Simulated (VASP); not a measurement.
Write the native input for VASP 6.6.1 that does the following.

- Task: relaxation of cell and atoms
- Functional: PBE
- Potentials or basis: VASP PAW PBE potentials, release 64 (Zn, Se)
- Cutoff: 500 eV
- k mesh: 4 × 4 × 4
- Occupations: gaussian, width 0.1 eV
- Spin: no spin polarisation
- Dipole correction: no
- Further INCAR settings: ALGO = Normal; EDIFF = 1e-07; IBRION = 2; EDIFFG = -0.04; NSW = 90; ISIF = 3

The structure of ZnSe3 lies in POSCAR:

```
ZnSe3
1.0
   -2.6853216000      2.6853216000      3.3113171900
    2.6853216000     -2.6853216000      3.3113171900
    2.6853216000      2.6853216000     -3.3113171900
Zn Se
1 3
Direct
    0.5000000000      0.5000000000      0.0000000000
    0.5000000000      0.0000000000      0.5000000000
    0.0000000000      0.5000000000      0.5000000000
    0.0000000000      0.0000000000      0.0000000000
```

One way to write it, as run:

INCAR

```
SYSTEM = ZnSe3
PREC = Accurate ; ENCUT = 500
EDIFF = 1E-7 ; ISMEAR = 0
SIGMA = 0.1 ; LREAL = .False.
LASPH = .True. ; NELM = 120
ALGO = Normal ; ISIF = 3
LWAVE = .False. ; LCHARG = .False.
GGA = PE ; IBRION = 2
NSW = 90 ; EDIFFG = -0.04
GGA_COMPAT = .False. ; NELMIN = 4
```

KPOINTS

```
regular mesh
0
Gamma
  4 4 4
  0 0 0
```

Potentials or basis: VASP PAW PBE potentials, release 64 (Zn, Se).

Command:

```console
$ cat potpaw_PBE.64/Zn/POTCAR potpaw_PBE.64/Se/POTCAR > POTCAR
$ mpirun -np 1 vasp_std > vasp.out
```

It gave:

```
Relaxed volume                         : 21.00 Å³/atom
Relaxed cell                           : a = 4.781 Å, b = 4.781 Å, c = 4.781 Å, α = 110.72°, β = 110.72°, γ = 107.01°
Space group after relaxing (to 0.05 Å) : I4/mmm (No. 139)
Energy gained by relaxing              : 96.7 meV/atom
Ionic steps                            : 8
Pressure after relaxing                : 0.1 GPa
Band gap on the k mesh                 : zero (band 15 reaches 5.48 eV, above the bottom of band 16 at 2.88 eV)
```

Caveat: the k points lie up to 0.41 Å⁻¹ apart in the final cell.

Run time: 2 min on 1 thread of Intel(R) Xeon(R) Platinum 8559C (Emerald Rapids) (shared host), peak memory 0.25 GiB.
